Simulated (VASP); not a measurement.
# P (P2/m) in VASP: notebook

P is run at these levels: PBEsol; tasks: single point.

All numbers are computed with VASP 6.6.1; they aren't measurements. Logs are shortened: lines on timing, memory, paths and dates and some standing lists are left out, and cuts for length are marked.

## 1. The cell of the first run

It takes space group P2/m (No. 10, monoclinic). The conventional cell has a = 4.278 Å, b = 4.273 Å, c = 4.383 Å, α = 90.00°, β = 95.72°, γ = 90.00°. P (site symmetry 2/m) has 18 P at 4.27 to 6.42 Å within 6.5 Å.

## 2. Single point, PBEsol (strain -0.1000 x Voigt [0, 0, 0, 0, 1, 0])

The input, INCAR:

```
PREC = Accurate ; ENCUT = 500
EDIFF = 1E-6 ; ISMEAR = 0
SIGMA = 0.15 ; LREAL = F
LASPH = T ; NELM = 120
ALGO = Normal ; ISIF = 2
LWAVE = F ; LCHARG = T
GGA = PS ; LELF = T
LVHAR = T ; NBANDS = 8
GGA_COMPAT = F
```

The input, KPOINTS:

```
Automatic mesh
0
Gamma
  12 12 12
```

The input, POSCAR:

```
P
1.0
    4.2729048574      0.0000000000     -0.2136452429
    0.0000000000      4.2729048574      0.0000000000
   -0.2189000000      0.0000000000      4.3780000000
P
1
Direct
    0.0000000000      0.0000000000      0.0000000000
```

Potentials or basis: VASP PAW PBE potentials, release 64 (P).

On the command line:

```console
$ cat potpaw_PBE.64/P/POTCAR > POTCAR
$ mpirun -np 1 vasp_std > vasp.out
```

OUTCAR:

```text
PREC = Accurate
   ENCUT = 500
   EDIFF = 1E-6
   ISMEAR = 0
   LREAL = F
   LASPH = T
   NELM = 120
   ISIF = 2
   GGA = PS

 ion  position               nearest neighbor table
   1  0.000  0.000  0.000-

  LATTYP: Found a simple monoclinic cell.
 ALAT       =     4.2782426544
 B/A-ratio  =     0.9987523389
 C/A-ratio  =     1.0245957132
 COS(beta)  =    -0.0997506234

  Lattice vectors:

 A1 = (   4.2729048574,   0.0000000000,  -0.2136452429)
 A2 = (   0.0000000000,   4.2729048574,   0.0000000000)
 A3 = (  -0.2189000000,   0.0000000000,   4.3780000000)

Analysis of symmetry for initial positions (statically):
=====================================================================
 Subroutine PRICEL returns:
 Original cell was already a primitive cell.

 Routine SETGRP: Setting up the symmetry group for a
 simple monoclinic supercell.

 Subroutine GETGRP returns: Found  4 space group operations
 (whereof  4 operations were pure point group operations)
 out of a pool of  4 trial point group operations.

The static configuration has the point symmetry C_2h.

Analysis of symmetry for dynamics (positions and initial velocities):
=====================================================================
 Subroutine PRICEL returns:
 Original cell was already a primitive cell.

 Routine SETGRP: Setting up the symmetry group for a
 simple monoclinic supercell.

 Subroutine GETGRP returns: Found  4 space group operations
 (whereof  4 operations were pure point group operations)
 out of a pool of  4 trial point group operations.

The dynamic configuration has the point symmetry C_2h.

 Subroutine INISYM returns: Found  4 space group operations
 (whereof  4 operations are pure point group operations),
 and found     1 'primitive' translations

----------------------------------------------------------------------------------------

                                     Primitive cell

  volume of cell :      79.7324

  direct lattice vectors                    reciprocal lattice vectors
     4.272904857  0.000000000 -0.213645243     0.234619375  0.000000000  0.011730969
     0.000000000  4.272904857  0.000000000     0.000000000  0.234032826  0.000000000
    -0.218900000  0.000000000  4.378000000     0.011449363  0.000000000  0.228987269

  length of vectors
     4.278242654  4.272904857  4.383469084     0.234912466  0.234032826  0.229273325

  position of ions in fractional coordinates (direct lattice)
     0.000000000  0.000000000  0.000000000

  ion indices of the primitive-cell ions
   primitive index   ion index
                 1           1

----------------------------------------------------------------------------------------

 KPOINTS: Automatic mesh

Automatic generation of k-mesh.
 Grid dimensions read from file:
 generate k-points for:   12   12   12

 Generating k-lattice:

  Cartesian coordinates                     Fractional coordinates (reciprocal lattice)
     0.019551615  0.000000000  0.000977581     0.083333333  0.000000000 -0.000000000
     0.000000000  0.019502736  0.000000000     0.000000000  0.083333333  0.000000000
     0.000954114  0.000000000  0.019082272     0.000000000  0.000000000  0.083333333

  Length of vectors
     0.019576039  0.019502736  0.019106110

  Shift w.r.t. Gamma in fractional coordinates (k-lattice)
     0.000000000  0.000000000  0.000000000

 Subroutine IBZKPT returns following result:
 ===========================================

 Found    518 irreducible k-points:

 Following reciprocal coordinates:
            Coordinates               Weight
  0.000000  0.000000  0.000000      1.000000
  0.083333  0.000000  0.000000      2.000000
  0.166667  0.000000  0.000000      2.000000
  0.250000  0.000000  0.000000      2.000000
  0.333333  0.000000  0.000000      2.000000
  0.416667  0.000000 -0.000000      2.000000
[... 16 lines left out ...]
  0.083333  0.250000  0.000000      4.000000
  0.166667  0.250000  0.000000      4.000000
 [... further k-points ...]
   k-points           NKPTS =    518   k-points in BZ     NKDIM =    518   number of bands    NBANDS=      8
   number of dos      NEDOS =    301   number of ions     NIONS =      1
   total plane-waves  NPLWV =  32768
   dimension x,y,z NGX =    32 NGY =   32 NGZ =   32
   dimension x,y,z NGXF=    64 NGYF=   64 NGZF=   64
   ions per type =               1
   NGX,Y,Z   is equivalent  to a cutoff of  12.43, 12.45, 12.14 a.u.
   NGXF,Y,Z  is equivalent  to a cutoff of  24.87, 24.90, 24.27 a.u.
 SYSTEM =  unknown system
   PREC   = accura    normal or accurate (medium, high low for compatibility)
   ISTART =      0    job   : 0-new  1-cont  2-samecut
   ICHARG =      2    charge: 1-file 2-atom 10-const
   ISPIN  =      1    spin polarized calculation?
   LNONCOLLINEAR =      F non collinear calculations
   LSORBIT =      F    spin-orbit coupling
   LASPH  =      T    aspherical Exc in radial PAW
   ENCUT  =  500.0 eV  36.75 Ry    6.06 a.u.   7.80  7.79  7.99*2*pi/ulx,y,z
   NELM   =    120;   NELMIN=  2; NELMDL= -5     # of ELM steps
   EDIFF  = 0.1E-05   stopping-criterion for ELM
   LREAL  =      F    real-space projection
   EDIFFG = 0.1E-04   stopping-criterion for IOM
   NSW    =      0    number of steps for IOM
   IBRION =     -1    ionic relax: 0-MD 1-quasi-New 2-CG
   NFREE  =      0    steps in history (QN), initial steepest desc. (CG)
   ISIF   =      2    stress and relaxation
   ISYM   =      2    0-nonsym 1-usesym 2-fastsym
   POTIM  = 0.5000    time-step for ionic-motion
   TEBEG  =    0.0;   TEEND  =   0.0 temperature during run
   PSTRESS=    0.0 pullay stress
   NELECT =       5.0000    total number of electrons
   NUPDOWN=      -1.0000    fix difference up-down
   EMIN   =  10.00;   EMAX   =-10.00  energy-range for DOS
   EFERMI =   0.00;   METHOD = LEGACY
   ISMEAR =     0;   SIGMA  =   0.15  broadening in eV -4-tet -1-fermi 0-gaus
   EFERMI_NEDOS =   21; number of points for ismear=-14 and -15
   IALGO  =     38    algorithm
   IMIX   =      4    mixing-type and parameters
     AMIX     =   0.40;   BMIX     =  1.00
     AMIX_MAG =   1.60;   BMIX_MAG =  1.00
  volume/ion in A,a.u.               =      79.73       538.06
  Fermi-wavevector in a.u.,A,eV,Ry     =   0.650409  1.229095  5.755696  0.423032
  Thomas-Fermi vector in A             =   1.719678
   LORBIT       =      0    0 simple, 1 ext, 2 COOP (PROOUT), +10 PAW based schemes
   GGA     = PS    functional components
   LHFCALC =     F    Hartree Fock is set to
   AEXX    =    0.0000 exact exchange contribution
   IVDW    =     0    specifies the selected vdW correction
   LEPSILON=     F    determine dielectric tensor
   LRPA    =     F    only Hartree local field effects (RPA)
 non-spin polarized calculation
 Gauss-broadening in eV      SIGMA  =   0.15
  energy-cutoff  :      500.00
  volume of cell :       79.73
 maximum number of plane-waves:      2044
   NGX = 15   NGY = 15   NGZ = 15

 number of electron       4.9999998 magnetization

 Free energy of the ion-electron system (eV)
  ---------------------------------------------------
  ext. energy  EPLUGINS =         0.00000000
  ---------------------------------------------------
  free energy    TOTEN  =        -1.18399259 eV

  energy without entropy =       -1.14523174  energy(sigma->0) =       -1.16461217

 E-fermi :  -3.0703     XC(G=0):  -5.0644

 val. band max:       -3.0704354082   @ k =  -0.2500   0.0833   0.4167
 cond. band min:      -3.0697358584   @ k =   0.2500   0.4167   0.0833
 fundamental gap:      0.0006995498
 Fermi energy:        -3.0703277079

 k-point     1 :       0.0000    0.0000    0.0000
  band No.  band energies     occupation
      1     -11.8022      2.00000
      2      -2.6388      0.00005
      3      -2.5144      0.00000
      4      -2.4969      0.00000
      5       1.5545      0.00000
      6       4.3987      0.00000
      7       4.4711      0.00000
      8       8.6980      0.00000

 k-point     2 :       0.0833    0.0000    0.0000
  band No.  band energies     occupation
      1     -11.7913      2.00000
      2      -2.6706      0.00016
      3      -2.5787      0.00000
      4      -2.5050      0.00000
      5       1.6742      0.00000
      6       4.4369      0.00000
      7       4.5812      0.00000
      8       8.2342      0.00000

 k-point     3 :       0.1667    0.0000    0.0000
  band No.  band energies     occupation
      1     -11.7609      2.00000
      2      -2.9425      0.22803
      3      -2.5847      0.00000
      4      -2.4791      0.00000
      5       1.9768      0.00000
      6       4.5422      0.00000
      7       4.8541      0.00000
      8       7.6490      0.00000

 k-point     4 :       0.2500    0.0000    0.0000
  band No.  band energies     occupation
      1     -11.7185      2.00000
      2      -3.2977      1.96798
      3      -2.5544      0.00000
      4      -2.4429      0.00000
      5       2.3697      0.00000
      6       4.6963      0.00000
      7       5.0755      0.00000
      8       7.2186      0.00000

 k-point     5 :       0.3333    0.0000    0.0000
  band No.  band energies     occupation
      1     -11.6748      2.00000
      2      -3.6131      2.00000
      3      -2.5213      0.00000
      4      -2.4060      0.00000
      5       2.7967      0.00000
      6       4.8549      0.00000
      7       5.0110      0.00000
      8       6.9041      0.00000
[... 177 lines left out ...]
 k-point    22 :       0.0000    0.2500    0.0000
  band No.  band energies     occupation
      1     -11.7185      2.00000
      2      -3.2980      1.96816
      3      -2.5640      0.00000
      4      -2.4266      0.00000
      5       2.3614      0.00000
      6       4.7468      0.00000
      7       5.0864      0.00000
      8       7.2494      0.00000

 k-point    23 :       0.0833    0.2500    0.0000
  band No.  band energies     occupation
      1     -11.7079      2.00000
      2      -3.2838      1.95580
      3      -2.5900      0.00001
      4      -2.5034      0.00000
      5       2.4672      0.00000
      6       4.8177      0.00000
      7       5.1327      0.00000
      8       7.1336      0.00000

 k-point    24 :       0.1667    0.2500    0.0000
  band No.  band energies     occupation
      1     -11.6787      2.00000
      2      -3.2459      1.90205
      3      -2.8345      0.02618
      4      -2.5122      0.00000
      5       2.7254      0.00000
      6       4.8588      0.00000
      7       5.3842      0.00000
      8       6.6486      0.00000

 [... further k-points ...]

------------------------ aborting loop because EDIFF is reached ----------------------------------------

  FORCE on cell =-STRESS in cart. coord.  units (eV):
  Direction    XX          YY          ZZ          XY          YZ          ZX
  --------------------------------------------------------------------------------------
  -------------------------------------------------------------------------------------
  Total       -1.9807283     -1.9940529     -1.7716491      0.0000000      0.0000000      0.1850889
  in kB      -39.8015863    -40.0693366    -35.6002619      0.0000000      0.0000000      3.7192545
  external PRESSURE =     -38.4903949 kB  Pullay stress =       0.0000000 kB

 VOLUME and BASIS-vectors are now :
 -----------------------------------------------------------------------------
  energy-cutoff  :      500.00
  volume of cell :       79.73
      direct lattice vectors                 reciprocal lattice vectors
     4.272904857  0.000000000 -0.213645243     0.234619375  0.000000000  0.011730969
     0.000000000  4.272904857  0.000000000     0.000000000  0.234032826  0.000000000
    -0.218900000  0.000000000  4.378000000     0.011449363  0.000000000  0.228987269

 POSITION                                       TOTAL-FORCE (eV/Angst)
 -----------------------------------------------------------------------------------
      0.00000      0.00000      0.00000        -0.000000      0.000000      0.000000
 -----------------------------------------------------------------------------------
    total drift:                                0.000000     -0.000000      0.000000

  FREE ENERGIE OF THE ION-ELECTRON SYSTEM (eV)
  ---------------------------------------------------
  free  energy   TOTEN  =        -1.1839925866 eV

  energy  without entropy=       -1.1452317438  energy(sigma->0) =       -1.16461217
```

Wall time 2.6 min (1 thread of Intel Xeon Platinum 8488C (Sapphire Rapids), shared host); peak memory 0.37 GiB.

Results:

| Property | Result |
| --- | --- |
| Free energy | -1.1840 eV |
| Pressure | -3.8 GPa |
| Band gap on the k mesh | zero (an odd number of electrons rules out a gap without spin polarisation) |

Stress tensor (GPa, compression positive):
```
-3.98  0.00  0.37
 0.00 -4.01  0.00
 0.37  0.00 -3.56
```

Levels at points of the mesh, in eV from the Fermi level:
| k point | band 1 | band 2 | band 3 | band 4 | band 5 |
| --- | --- | --- | --- | --- | --- |
| (0.00, 0.00, 0.00) | -8.73 | 0.43 | 0.56 | 0.57 | 4.62 |
| (0.50, 0.00, 0.00) | -8.56 | -0.83 | 0.58 | 0.70 | 6.49 |
| (0.00, 0.50, 0.00) | -8.56 | -0.83 | 0.58 | 0.72 | 6.51 |
| (0.50, 0.50, 0.00) | -8.40 | -0.53 | -0.53 | 0.72 | 5.86 |
| (0.00, 0.00, 0.50) | -8.59 | -0.78 | 0.66 | 0.68 | 6.46 |
| (0.50, 0.00, 0.50) | -8.43 | -0.62 | -0.42 | 0.81 | 5.85 |
| (0.00, 0.50, 0.50) | -8.43 | -0.57 | -0.48 | 0.79 | 5.85 |
| (0.50, 0.50, 0.50) | -8.28 | -0.36 | -0.33 | -0.18 | 6.67 |

Caveat: the cell differs from its parent crystal (strain -0.1000 x Voigt [0, 0, 0, 0, 1, 0]); the cell stands under tension; the atoms stand far beyond bonding distance, and open shells without spin polarisation read as a metal; the PAW data sets were made with another functional, which shifts forces and pressure a little.

(Part 1 of 2 ends here.)
